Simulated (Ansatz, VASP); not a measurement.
## Si: VASP beside Ansatz

File INCAR:

```
PREC = Accurate
ENCUT = 520
EDIFF = 1E-8
ISMEAR = -1
SIGMA = 0.05
LREAL = False
LASPH = True
NELM = 60
ALGO = Normal
ISIF = 2
LWAVE = False
LCHARG = False
GGA = PE
LEFG = True
NBANDS = 11
```

Contents of KPOINTS:

```
Automatic mesh
0
Gamma
  10 10 10
```

Contents of POSCAR:

```
Si
1.0
    0.0000000000      2.7144176166      2.7144176166
    2.7144176166      0.0000000000      2.7144176166
    2.7144176166      2.7144176166      0.0000000000
Si
2
Direct
   -0.1925000000     -0.1025000000     -0.1025000000
    0.1925000000      0.1025000000      0.1025000000
```

Input for Ansatz:

```yaml
crystal:
  lattice:
    - [0.0, 2.7144176166, 2.7144176166]
    - [2.7144176166, 0.0, 2.7144176166]
    - [2.7144176166, 2.7144176166, 0.0]
  atoms:
    - { symbol: Si, position: [-0.1925, -0.1025, -0.1025] }
    - { symbol: Si, position: [0.1925, 0.1025, 0.1025] }
kpoints:
  mp_grid: { grid: [10, 10, 10] }
scf:
  occupations: { method: fermi_dirac, width: 0.05 }
hamiltonian:
  xc: pbe
  pseudopotentials: { kind: paw }
output:
  forces: true
  stress: true
  eigenvalues: true
  efg: { contact_densities: true }
  populations: true
  write_density: true
  write_potential: true
  elf: true
  volumetric_format: npy
```

Change from the starting cell: shortest bond scaled by 0.82, PAW files.

Alike in both runs: task electric field gradients; functional PBE; k mesh 10 × 10 × 10; occupations fermi-dirac, width 0.05 eV; no spin polarisation.

|  | VASP | Ansatz |
| --- | --- | --- |
| version | VASP 6.6.1 | Ansatz 0.2.0 |
| potentials or method | VASP PAW PBE potentials, release 64 (Si) | PAW with Ansatz's default frozen-core files, scalar-relativistic |
| plane-wave cutoff (eV) | 520 | 420 |
| valence electrons in the cell | 8 | 8 |

Ansatz gave:

```
pressure (GPa)                                                : 13.3
traceless stress, the component that is largest in VASP (GPa) : -19.13
rms of the force components (eV/Å)                            : 5.805
size of Vzz on the site where it differs most (V/Å²)          : 52.2
```

Task: Which values does VASP return?

Result: Pressure (GPa): 13.1; traceless stress, the component that is largest in VASP (GPa): -19.00; rms of the force components (eV/Å): 5.774; size of Vzz on the site where it differs most (V/Å²): 59.6.

Atom by atom the forces differ by 0.031 eV/Å (rms over components). With one functional, cell and mesh, what is left measures potentials, basis and numerics.
